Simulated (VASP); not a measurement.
A run of VASP 6.6.1 is set up as follows.

INCAR

```
ALGO     = Fast           # electronic algorithm
EDIFF    = 1E-7           # SCF threshold, eV
ENCUT    = 520            # plane-wave cutoff, eV
GGA      = PS             # functional
ISIF     = 2              # what is computed and relaxed
ISMEAR   = 0              # smearing method
LASPH    = T              # aspherical terms in the spheres
LCHARG   = F              # write CHGCAR
LREAL    = F              # projectors in reciprocal space
LWAVE    = F              # write WAVECAR
NBANDS   = 11             # bands
NELM     = 100            # most SCF steps
PREC     = Accurate       # precision mode
SIGMA    = 0.15           # smearing width, eV
```

The input KPOINTS:

```
k-points
0
Gamma
  20 20 20
```

The input POSCAR:

```
Hf
1.0
    0.0000000000      1.9393486317      2.9090229476
    1.9393486317      0.0000000000      2.9090229476
    1.9393486317      1.9393486317      0.0000000000
Hf
1
Direct
    0.0000000000      0.0000000000      0.0000000000
```

Potentials or basis: VASP PAW PBE potentials, release 64 (Hf_pv).

The run is started by

```sh
$ cat potpaw_PBE.64/Hf_pv/POTCAR > POTCAR
$ mpirun -np 1 vasp_std > vasp.out
```

(1) Predict the pressure.

(2) Estimate the band gap on the k mesh.

Results:

(1) -1.0 GPa.

(2) zero (bands 5 and 6 overlap by 2.12 eV).

Caveat: the stress differs along the axes, from -19 to 8 GPa; the PAW data sets were made with another functional, which shifts forces and pressure a little; spin-orbit coupling is left out, which moves the levels of the heavy elements.
